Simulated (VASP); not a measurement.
Here is a VASP 6.6.1 calculation.

Contents of INCAR:

```
ALGO = Normal
DIPOL = 0.5 0.5 0.500
EDIFF = 1E-7
ENCUT = 520
GGA = PS
IDIPOL = 3
ISIF = 2
ISMEAR = 0
LASPH = True
LCHARG = False
LDIPOL = True
LREAL = False
LWAVE = False
NBANDS = 26
NELM = 60
PREC = Accurate
SIGMA = 0.1
```

The input KPOINTS:

```
k-points
0
Gamma
  15 15 1
```

Contents of POSCAR:

```
C
1.0
    2.4589175860      0.0000000000      0.0000000000
   -1.2294587930      2.1294850953      0.0000000000
    0.0000000000      0.0000000000     33.6577226350
C
8
Direct
    0.6666666667      0.3333333333      0.2228314756
    0.3333333333      0.6666666667      0.2228418270
    0.6666666667      0.3333333333      0.4463358775
    0.3333333333      0.6666666667      0.4463462289
    0.3333333333      0.6666666667      0.5536537711
    0.0000000000      0.0000000000      0.5536641225
    0.0000000000      0.0000000000      0.7771685244
    0.3333333333      0.6666666667      0.7771581730
```

Potentials or basis: VASP PAW PBE potentials, release 64 (C).

Command:

```bash
$ cat potpaw_PBE.64/C/POTCAR > POTCAR
$ mpirun -np 1 vasp_std > vasp.out
```

(1) What does it give for the band gap on the k mesh?

(2) What does it give for the largest force?

## Answers

(1) zero (filled and empty bands touch).

(2) 0.006 eV/Å.

Caveat: the PAW data sets were made with another functional, which shifts forces and pressure a little.
